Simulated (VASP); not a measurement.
A run of VASP 6.6.1 is set up as follows.

INCAR

```
PREC = Accurate
ENCUT = 520
EDIFF = 1E-8
ISMEAR = 0
SIGMA = 0.01
LREAL = False
LASPH = True
NELM = 80
ALGO = Normal
ISIF = 2
LWAVE = False
LCHARG = False
IBRION = 8
NSW = 1
```

File KPOINTS:

```
regular mesh
0
Gamma
  6 6 6
```

Contents of POSCAR:

```
NaBeH3
1.0
    3.3428920000      0.0000000000      0.0000000000
    0.0000000000      3.3428920000      0.0000000000
    0.0000000000      0.0000000000      3.3428920000
Na Be H
1 1 3
Direct
    0.5000000000      0.5000000000      0.5000000000
    0.0000000000      0.0000000000      0.0000000000
    0.5000000000      0.0000000000      0.0000000000
    0.0000000000      0.5000000000      0.0000000000
    0.0000000000      0.0000000000      0.5000000000
```

Potentials or basis: VASP PAW LDA potentials, release 64 (Na_pv, Be, H).

Launch:

```console
$ cat potpaw_LDA.64/Na_pv/POTCAR potpaw_LDA.64/Be/POTCAR potpaw_LDA.64/H/POTCAR > POTCAR
$ mpirun -np 1 vasp_std > vasp.out
```

(1) What does it give for the highest phonon frequency at Γ?

Answers

(1) 1173 cm⁻¹.

Caveat: the cell stands under pressure or tension, which shifts response properties.
